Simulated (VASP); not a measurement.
# SnGe2 (Fm-3m) in VASP: further runs

The runs below take SnGe2 through single point, relaxation of cell and atoms, with LDA.

All numbers are computed with VASP 6.6.1; they aren't measurements. Logs are shortened: lines on timing, memory, paths and dates and some standing lists are left out, and cuts for length are marked.

### Step 1. The cell of the first run

Symmetry: Fm-3m, No. 225, cubic system. The conventional cell has a = 6.620 Å, b = 6.620 Å, c = 6.620 Å, α = 90.00°, β = 90.00°, γ = 90.00°. Within 3.8 Å of Sn (site symmetry m-3m) lie 8 Ge at 2.87 Å. Within 3.8 Å of Ge (site symmetry -43m) lie 4 Sn at 2.87 Å and 6 Ge at 3.31 Å.

### Step 2. Single point, LDA

INCAR

```
PREC     = Accurate       # precision mode
ENCUT    = 520            # plane-wave cutoff, eV
EDIFF    = 1E-7           # SCF threshold, eV
ISMEAR   = -1             # smearing method
SIGMA    = 0.15           # smearing width, eV
LREAL    = F              # projectors in reciprocal space
LASPH    = T              # aspherical terms in the spheres
NELM     = 100            # most SCF steps
ALGO     = Normal         # electronic algorithm
ISIF     = 2              # what is computed and relaxed
LWAVE    = F              # write WAVECAR
LCHARG   = T              # write CHGCAR
GGA      = CA             # functional
LELF     = T              # ELF
LVHAR    = T            
NBANDS   = 28             # bands
```

KPOINTS

```
regular mesh
0
Gamma
  12 12 12
```

POSCAR

```
SnGe2
1.0
    0.0000000000      3.3099003027      3.3099003027
    3.3099003027      0.0000000000      3.3099003027
    3.3099003027      3.3099003027      0.0000000000
Sn Ge
1 2
Direct
    0.0000000000      0.0000000000      0.0000000000
    0.7500000000      0.7500000000      0.7500000000
    0.2500000000      0.2500000000      0.2500000000
```

Potentials or basis: VASP PAW LDA potentials, release 64 (Sn_d, Ge_d).

On the command line:

```console
cat potpaw_LDA.64/Sn_d/POTCAR potpaw_LDA.64/Ge_d/POTCAR > POTCAR
mpirun -np 1 vasp_std > vasp.out
```

OUTCAR:

```text
PREC = Accurate
   ENCUT = 520
   EDIFF = 1E-7
   ISMEAR = -1
   LREAL = F
   LASPH = T
   NELM = 100
   ISIF = 2
   GGA = CA

 ion  position               nearest neighbor table
   1  0.000  0.000  0.000-   2 2.87   2 2.87   2 2.87   3 2.87   3 2.87   3 2.87   3 2.87   2 2.87

   2  0.750  0.750  0.750-   1 2.87   1 2.87   1 2.87   1 2.87
   3  0.250  0.250  0.250-   1 2.87   1 2.87   1 2.87   1 2.87

  LATTYP: Found a face centered cubic cell.
 ALAT       =     6.6198006054

  Lattice vectors:

 A1 = (   0.0000000000,   3.3099003027,   3.3099003027)
 A2 = (   3.3099003027,   0.0000000000,   3.3099003027)
 A3 = (   3.3099003027,   3.3099003027,   0.0000000000)

Analysis of symmetry for initial positions (statically):
=====================================================================
 Subroutine PRICEL returns:
 Original cell was already a primitive cell.

 Routine SETGRP: Setting up the symmetry group for a
 face centered cubic supercell.

 Subroutine GETGRP returns: Found 48 space group operations
 (whereof 48 operations were pure point group operations)
 out of a pool of 48 trial point group operations.

The static configuration has the point symmetry O_h .

Analysis of symmetry for dynamics (positions and initial velocities):
=====================================================================
 Subroutine PRICEL returns:
 Original cell was already a primitive cell.

 Routine SETGRP: Setting up the symmetry group for a
 face centered cubic supercell.

 Subroutine GETGRP returns: Found 48 space group operations
 (whereof 48 operations were pure point group operations)
 out of a pool of 48 trial point group operations.

The dynamic configuration has the point symmetry O_h .

 Subroutine INISYM returns: Found 48 space group operations
 (whereof 48 operations are pure point group operations),
 and found     1 'primitive' translations

----------------------------------------------------------------------------------------

                                     Primitive cell

  volume of cell :      72.5228

  direct lattice vectors                    reciprocal lattice vectors
     0.000000000  3.309900303  3.309900303    -0.151061952  0.151061952  0.151061952
     3.309900303  0.000000000  3.309900303     0.151061952 -0.151061952  0.151061952
     3.309900303  3.309900303  0.000000000     0.151061952  0.151061952 -0.151061952

  length of vectors
     4.680905898  4.680905898  4.680905898     0.261646976  0.261646976  0.261646976

  position of ions in fractional coordinates (direct lattice)
     0.000000000  0.000000000  0.000000000
     0.750000000  0.750000000  0.750000000
     0.250000000  0.250000000  0.250000000

  ion indices of the primitive-cell ions
   primitive index   ion index
                 1           1
                 2           2
                 3           3

----------------------------------------------------------------------------------------

 KPOINTS: regular mesh

Automatic generation of k-mesh.
 Grid dimensions read from file:
 generate k-points for:   12   12   12

 Generating k-lattice:

  Cartesian coordinates                     Fractional coordinates (reciprocal lattice)
    -0.012588496  0.012588496  0.012588496     0.083333333  0.000000000  0.000000000
     0.012588496 -0.012588496  0.012588496     0.000000000  0.083333333  0.000000000
     0.012588496  0.012588496 -0.012588496     0.000000000  0.000000000  0.083333333

  Length of vectors
     0.021803915  0.021803915  0.021803915

  Shift w.r.t. Gamma in fractional coordinates (k-lattice)
     0.000000000  0.000000000  0.000000000

 Subroutine IBZKPT returns following result:
 ===========================================

 Found     72 irreducible k-points:

 Following reciprocal coordinates:
            Coordinates               Weight
  0.000000  0.000000  0.000000      1.000000
  0.083333  0.000000  0.000000      8.000000
  0.166667  0.000000  0.000000      8.000000
  0.250000  0.000000  0.000000      8.000000
  0.333333  0.000000  0.000000      8.000000
  0.416667  0.000000  0.000000      8.000000
[... 16 lines left out ...]
  0.500000  0.166667  0.000000     24.000000
 -0.416667  0.166667  0.000000     24.000000
 [... further k-points ...]
   k-points           NKPTS =     72   k-points in BZ     NKDIM =     72   number of bands    NBANDS=     28
   number of dos      NEDOS =    301   number of ions     NIONS =      3
   total plane-waves  NPLWV =  46656
   dimension x,y,z NGX =    36 NGY =   36 NGZ =   36
   dimension x,y,z NGXF=    72 NGYF=   72 NGZF=   72
   ions per type =               1   2
   NGX,Y,Z   is equivalent  to a cutoff of  12.79, 12.79, 12.79 a.u.
   NGXF,Y,Z  is equivalent  to a cutoff of  25.57, 25.57, 25.57 a.u.
 SYSTEM =  unknown system
   PREC   = accura    normal or accurate (medium, high low for compatibility)
   ISTART =      0    job   : 0-new  1-cont  2-samecut
   ICHARG =      2    charge: 1-file 2-atom 10-const
   ISPIN  =      1    spin polarized calculation?
   LNONCOLLINEAR =      F non collinear calculations
   LSORBIT =      F    spin-orbit coupling
   LASPH  =      T    aspherical Exc in radial PAW
   ENCUT  =  520.0 eV  38.22 Ry    6.18 a.u.   8.70  8.70  8.70*2*pi/ulx,y,z
   NELM   =    100;   NELMIN=  2; NELMDL= -5     # of ELM steps
   EDIFF  = 0.1E-06   stopping-criterion for ELM
   LREAL  =      F    real-space projection
   EDIFFG = 0.1E-05   stopping-criterion for IOM
   NSW    =      0    number of steps for IOM
   IBRION =     -1    ionic relax: 0-MD 1-quasi-New 2-CG
   NFREE  =      0    steps in history (QN), initial steepest desc. (CG)
   ISIF   =      2    stress and relaxation
   ISYM   =      2    0-nonsym 1-usesym 2-fastsym
   POTIM  = 0.5000    time-step for ionic-motion
   TEBEG  =    0.0;   TEEND  =   0.0 temperature during run
   PSTRESS=    0.0 pullay stress
   NELECT =      42.0000    total number of electrons
   NUPDOWN=      -1.0000    fix difference up-down
   EMIN   =  10.00;   EMAX   =-10.00  energy-range for DOS
   EFERMI =   0.00;   METHOD = LEGACY
   ISMEAR =    -1;   SIGMA  =   0.15  broadening in eV -4-tet -1-fermi 0-gaus
   EFERMI_NEDOS =   21; number of points for ismear=-14 and -15
   IALGO  =     38    algorithm
   IMIX   =      4    mixing-type and parameters
     AMIX     =   0.40;   BMIX     =  1.00
     AMIX_MAG =   1.60;   BMIX_MAG =  1.00
  volume/ion in A,a.u.               =      24.17       163.14
  Fermi-wavevector in a.u.,A,eV,Ry     =   1.364582  2.578686 25.335197  1.862084
  Thomas-Fermi vector in A             =   2.490885
   LORBIT       =      0    0 simple, 1 ext, 2 COOP (PROOUT), +10 PAW based schemes
   GGA     = CA    functional components
   LHFCALC =     F    Hartree Fock is set to
   AEXX    =    0.0000 exact exchange contribution
   IVDW    =     0    specifies the selected vdW correction
   LEPSILON=     F    determine dielectric tensor
   LRPA    =     F    only Hartree local field effects (RPA)
 non-spin polarized calculation
  energy-cutoff  :      520.00
  volume of cell :       72.52
 maximum number of plane-waves:      1980
   NGX = 17   NGY = 17   NGZ = 17

 number of electron      41.9999973 magnetization

 Free energy of the ion-electron system (eV)
  ---------------------------------------------------
  ext. energy  EPLUGINS =         0.00000000
  ---------------------------------------------------
  free energy    TOTEN  =       -13.81224719 eV

  energy without entropy =      -13.69305268  energy(sigma->0) =      -13.75264994

 E-fermi :   5.9381     XC(G=0): -10.4378

 val. band max:        5.9227285548   @ k =  -0.4167   0.2500   0.0000
 cond. band min:       5.9498298181   @ k =   0.3333   0.1667   0.0833
 fundamental gap:      0.0271012633
 Fermi energy:         5.9381379713

 k-point     1 :       0.0000    0.0000    0.0000
  band No.  band energies     occupation
      1     -18.9514      2.00000
      2     -18.9514      2.00000
      3     -18.9411      2.00000
      4     -18.9411      2.00000
      5     -18.9411      2.00000
      6     -18.9201      2.00000
[... 20 lines left out ...]
     27       9.1071      0.00000
     28      11.8099      0.00000

 k-point     2 :       0.0833    0.0000    0.0000
  band No.  band energies     occupation
      1     -18.9504      2.00000
      2     -18.9504      2.00000
      3     -18.9411      2.00000
      4     -18.9408      2.00000
      5     -18.9408      2.00000
      6     -18.9205      2.00000
[... 20 lines left out ...]
     27       9.0218      0.00000
     28      12.1624      0.00000

 k-point     3 :       0.1667    0.0000    0.0000
  band No.  band energies     occupation
      1     -18.9473      2.00000
      2     -18.9473      2.00000
      3     -18.9408      2.00000
      4     -18.9398      2.00000
      5     -18.9398      2.00000
      6     -18.9215      2.00000
[... 20 lines left out ...]
     27       9.0811      0.00000
     28      13.0278      0.00000

 k-point     4 :       0.2500    0.0000    0.0000
  band No.  band energies     occupation
      1     -18.9426      2.00000
      2     -18.9426      2.00000
      3     -18.9398      2.00000
      4     -18.9381      2.00000
      5     -18.9381      2.00000
      6     -18.9231      2.00000
[... 20 lines left out ...]
     27      10.2251      0.00000
     28      14.1481      0.00000

 k-point     5 :       0.3333    0.0000    0.0000
  band No.  band energies     occupation
      1     -18.9378      2.00000
      2     -18.9368      2.00000
      3     -18.9368      2.00000
      4     -18.9357      2.00000
      5     -18.9357      2.00000
      6     -18.9252      2.00000
[... 20 lines left out ...]
     27      11.9106      0.00000
     28      13.9777      0.00000

 k-point     6 :       0.4167    0.0000    0.0000
  band No.  band energies     occupation
      1     -18.9352      2.00000
      2     -18.9336      2.00000
      3     -18.9336      2.00000
      4     -18.9295      2.00000
      5     -18.9295      2.00000
      6     -18.9276      2.00000
[... 463 lines left out ...]
      5     -18.9315      2.00000
      6     -18.9254      2.00000
[... 20 lines left out ...]
     27      11.0352      0.00000
     28      13.5661      0.00000

 k-point    22 :       0.4167    0.1667    0.0000
  band No.  band energies     occupation
      1     -18.9414      2.00000
      2     -18.9400      2.00000
      3     -18.9337      2.00000
      4     -18.9331      2.00000
      5     -18.9280      2.00000
      6     -18.9272      2.00000
[... 20 lines left out ...]
     27      12.1635      0.00000
     28      13.2365      0.00000

 k-point    23 :       0.5000    0.1667    0.0000
  band No.  band energies     occupation
      1     -18.9375      2.00000
      2     -18.9357      2.00000
      3     -18.9317      2.00000
      4     -18.9315      2.00000
      5     -18.9298      2.00000
      6     -18.9292      2.00000
[... 20 lines left out ...]
     27      12.1421      0.00000
     28      13.8440      0.00000

 k-point    24 :      -0.4167    0.1667    0.0000
  band No.  band energies     occupation
      1     -18.9355      2.00000
      2     -18.9337      2.00000
      3     -18.9324      2.00000
      4     -18.9323      2.00000
      5     -18.9301      2.00000
      6     -18.9283      2.00000
[... 20 lines left out ...]
     27      12.6248      0.00000
     28      13.9150      0.00000

 [... further k-points ...]
[... 5 lines left out ...]
  --------------------------------------------------------------------------------------
  -------------------------------------------------------------------------------------
  Total        0.0292226      0.0292226      0.0292226      0.0000000      0.0000000     -0.0000000
  in kB        0.6455870      0.6455870      0.6455870      0.0000000      0.0000000     -0.0000000
  external PRESSURE =       0.6455870 kB  Pullay stress =       0.0000000 kB

 VOLUME and BASIS-vectors are now :
 -----------------------------------------------------------------------------
  energy-cutoff  :      520.00
  volume of cell :       72.52
      direct lattice vectors                 reciprocal lattice vectors
     0.000000000  3.309900303  3.309900303    -0.151061952  0.151061952  0.151061952
     3.309900303  0.000000000  3.309900303     0.151061952 -0.151061952  0.151061952
     3.309900303  3.309900303  0.000000000     0.151061952  0.151061952 -0.151061952

 POSITION                                       TOTAL-FORCE (eV/Angst)
 -----------------------------------------------------------------------------------
      0.00000      0.00000      0.00000         0.000000      0.000000      0.000000
      4.96485      4.96485      4.96485        -0.000000     -0.000000     -0.000000
      1.65495      1.65495      1.65495         0.000000      0.000000      0.000000
 -----------------------------------------------------------------------------------
    total drift:                                0.000000      0.000000      0.000000

  FREE ENERGIE OF THE ION-ELECTRON SYSTEM (eV)
  ---------------------------------------------------
  free  energy   TOTEN  =       -13.8122471880 eV

  energy  without entropy=      -13.6930526836  energy(sigma->0) =      -13.75264994
```

It took 2.3 min on 1 thread of Intel Xeon Platinum 8259CL at 2.50GHz (Skylake/Cascade Lake), shared host; peak memory 0.26 GiB.

Results:

| Quantity | Value |
| --- | --- |
| Free energy | -13.8122 eV |
| Pressure | 0.1 GPa |
| Band gap on the k mesh | zero (band 21 reaches 6.67 eV, above the bottom of band 22 at 5.00 eV) |

Caveat: spin-orbit coupling is left out, which moves the levels of the heavy elements.

### Step 3. Relaxation of cell and atoms, LDA

This run uses another cell than the first one, of 24.13 Å³/atom, 0.998 times its volume.

INCAR

```
  PREC = Accurate
  ENCUT = 600
  EDIFF = 1E-7
  ISMEAR = -1
  SIGMA = 0.15
  LREAL = False
  LASPH = True
  NELM = 100
  ALGO = Normal
  ISIF = 3
  LWAVE = False
  LCHARG = False
  GGA = CA
  IBRION = 2
  NSW = 80
  EDIFFG = -0.001
```

KPOINTS

```
Automatic mesh
0
Gamma
  12 12 12
```

POSCAR

```
SnGe2
1.0
    0.0000000000      3.3076649658      3.3076649658
    3.3076649658      0.0000000000      3.3076649658
    3.3076649658      3.3076649658      0.0000000000
Sn Ge
1 2
Direct
    0.0000000000      0.0000000000      0.0000000000
    0.7500000000      0.7500000000      0.7500000000
    0.2500000000      0.2500000000      0.2500000000
```

Potentials or basis: VASP PAW LDA potentials, release 64 (Sn_d, Ge_d).

On the command line:

```console
cat potpaw_LDA.64/Sn_d/POTCAR potpaw_LDA.64/Ge_d/POTCAR > POTCAR
mpirun -np 1 vasp_std > vasp.out
```

Wall time 9.5 min (1 thread of Intel Xeon Platinum 8259CL at 2.50GHz (Skylake/Cascade Lake), shared host); peak memory 0.3 GiB.

The run converged. Its results:

| Quantity | Value |
| --- | --- |
| Free energy | -13.8124 eV |
| Relaxed volume | 24.21 Å³/atom |
| Relaxed cell | a = 4.683 Å, b = 4.683 Å, c = 4.683 Å, α = 60.00°, β = 60.00°, γ = 60.00° |
| Space group after relaxing (to 0.05 Å) | Fm-3m (No. 225) |
| Energy gained by relaxing | 0.0 meV/atom |
| Ionic steps | 5 |
| Pressure after relaxing | 0.0 GPa |
| Band gap on the k mesh | zero (band 21 reaches 6.65 eV, above the bottom of band 22 at 4.98 eV) |

The path:
```
step  energy change (eV)  largest force (eV/Å)  pressure (GPa)  volume (Å³)
   1              0.0000                0.0000            0.21        72.38
   2             -0.0001                0.0000           -0.06        72.71
   3             -0.0002                0.0000            0.05        72.62
   4             -0.0001                0.0000           -0.05        72.66
   5             -0.0001                0.0000           -0.01        72.64
```

Final structure:
```
Sn Ge
1.0
     0.00000    3.31167    3.31167
     3.31167    0.00000    3.31167
     3.31167    3.31167    0.00000
Sn Ge
1 2
Direct
  0.00000 0.00000 0.00000
  0.75000 0.75000 0.75000
  0.25000 0.25000 0.25000
```

Levels at points of the mesh, in eV from the Fermi level:
```tsv
k point	band 17	band 18	band 19	band 20	band 21	band 22	band 23	band 24	band 25
(0.00, 0.00, 0.00)	-5.71	-1.84	-1.26	-1.26	-1.26	-0.67	-0.67	-0.67	3.17
(0.50, 0.00, 0.00)	-9.22	-4.78	-2.46	-2.46	-0.79	-0.45	-0.45	4.03	5.25
(0.50, 0.50, 0.00)	-8.39	-7.25	-4.18	-4.18	-0.83	3.49	3.49	4.56	4.58
```

Caveat: spin-orbit coupling is left out, which moves the levels of the heavy elements.

(Continued in part 2 of 2.)
